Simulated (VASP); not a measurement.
Set up this calculation in VASP 6.6.1, as the native input.

- Task: single point
- Functional: PBE
- Potentials or basis: VASP PAW PBE potentials, release 64 (Ir_sv_GW, Ca_sv, N)
- Cutoff: 700 eV
- k mesh: 5 × 5 × 5
- Occupations: fermi-dirac, width 0.05 eV
- Spin: no spin polarisation
- Dipole correction: no
- Further INCAR settings: ALGO = Normal; EDIFF = 1e-06; NBANDS = 26

The structure of CaIrN2 lies in POSCAR:

```
CaIrN2
1.0
    1.6488500006      0.9519639917      5.0094002244
   -1.6488500006      0.9519639917      5.0094002244
    0.0000000000     -1.9039279834      5.0094002244
Ir Ca N
1 1 2
Direct
    0.5000000000      0.5000000000      0.5000000000
    0.0000000000      0.0000000000      0.0000000000
    0.2308810000      0.2308810000      0.2308810000
    0.7691190000      0.7691190000      0.7691190000
```

One way to write it, as run:

INCAR

```
PREC = Accurate
ENCUT = 700
EDIFF = 1E-6
ISMEAR = -1
SIGMA = 0.05
LREAL = False
LASPH = True
NELM = 120
ALGO = Normal
ISIF = 2
LWAVE = False
LCHARG = False
GGA = PE
NBANDS = 26
GGA_COMPAT = False
```

KPOINTS

```
Automatic mesh
0
Gamma
  5 5 5
```

Potentials or basis: VASP PAW PBE potentials, release 64 (Ir_sv_GW, Ca_sv, N).

Launch:

```bash
$ cat potpaw_PBE.64/Ir_sv_GW/POTCAR potpaw_PBE.64/Ca_sv/POTCAR potpaw_PBE.64/N/POTCAR > POTCAR
$ mpirun -np 1 vasp_std > vasp.out
```

It gave:

```
Pressure               : -1.6 GPa
Largest force          : 0.139 eV/Å
Band gap on the k mesh : zero (an odd number of electrons rules out a gap without spin polarisation)
```

Caveat: the k points lie up to 0.45 Å⁻¹ apart, too coarse for converged energies and pressures of a metal; spin-orbit coupling is left out, which moves the levels of the heavy elements.

It took 96 s on 1 thread of Intel(R) Xeon(R) Platinum 8259CL CPU @ 2.50GHz (Skylake/Cascade Lake), with other jobs on the host, peak memory 0.37 GiB.
